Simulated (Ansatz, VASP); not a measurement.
RbBr in VASP and in Ansatz

```
Rb Br
1.0
     4.19290    0.00000    0.00000
     0.00000    4.19290    0.00000
     0.00000    0.00000    4.19290
Rb Br
1 1
Direct
  0.00000 0.00000 0.00000
  0.50000 0.50000 0.50000
```

Alike in both runs: task single point; functional LDA; k mesh 6 × 6 × 6; occupations gaussian, width 0.02 eV; no spin polarisation.

```csv
,VASP,Ansatz
version,VASP 6.6.1,Ansatz 0.2.0
potentials or method,"VASP PAW LDA potentials, release 64 (Rb_sv, Br), cutoff 520 eV","scalar-relativistic, plane waves, PAW"
valence electrons in the cell,16,16
```

```csv
,VASP,Ansatz,Ansatz less VASP
gap on the k mesh at the Fermi level (eV),3.54,3.52,-0.013
least direct gap on the mesh (eV),3.69,3.68,-0.014
pressure (GPa),-2.4,-2.5,-0.03
```

LDA's correlation is that of Perdew and Zunger in VASP and of Perdew and Wang (1992) in Ansatz.
